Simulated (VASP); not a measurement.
Set up this calculation in VASP 6.6.1, as the native input.

```
Task                   : single point
Functional             : PBE
Potentials or basis    : VASP PAW PBE potentials, release 64 (Pd)
Cutoff                 : 500 eV
k mesh                 : 9 × 9 × 9
Occupations            : fermi-dirac, width 0.15 eV
Spin                   : no spin polarisation
Dipole correction      : no
Further INCAR settings : ALGO = Normal; EDIFF = 1e-06; NBANDS = 11
```

The structure of Pd lies in POSCAR:

```
Pd
1.0
    0.0000000000      1.9760580467      1.9760580467
    1.9760580467      0.0000000000      1.9760580467
    1.9760580467      1.9760580467      0.0000000000
Pd
1
Direct
    0.0000000000      0.0000000000      0.0000000000
```

The input as run:

INCAR

```
  PREC = Accurate
  ENCUT = 500
  EDIFF = 1E-6
  ISMEAR = -1
  SIGMA = 0.15
  LREAL = F
  LASPH = T
  NELM = 120
  ALGO = Normal
  ISIF = 2
  LWAVE = F
  LCHARG = F
  GGA = PE
  NBANDS = 11
  GGA_COMPAT = F
```

KPOINTS

```
Automatic mesh
0
Gamma
  9 9 9
```

Potentials or basis: VASP PAW PBE potentials, release 64 (Pd).

The run is started by

```bash
$ cat potpaw_PBE.64/Pd/POTCAR > POTCAR
$ mpirun -np 1 vasp_std > vasp.out
```

Results of the run:

| Property | Result |
| --- | --- |
| Pressure | -0.9 GPa |
| Band gap on the k mesh | zero (band 5 reaches 9.20 eV, above the bottom of band 6 at 7.82 eV) |

Wall time 16 s on 1 thread of AMD EPYC 7R13, with other jobs on the host, peak memory 0.09 GiB.
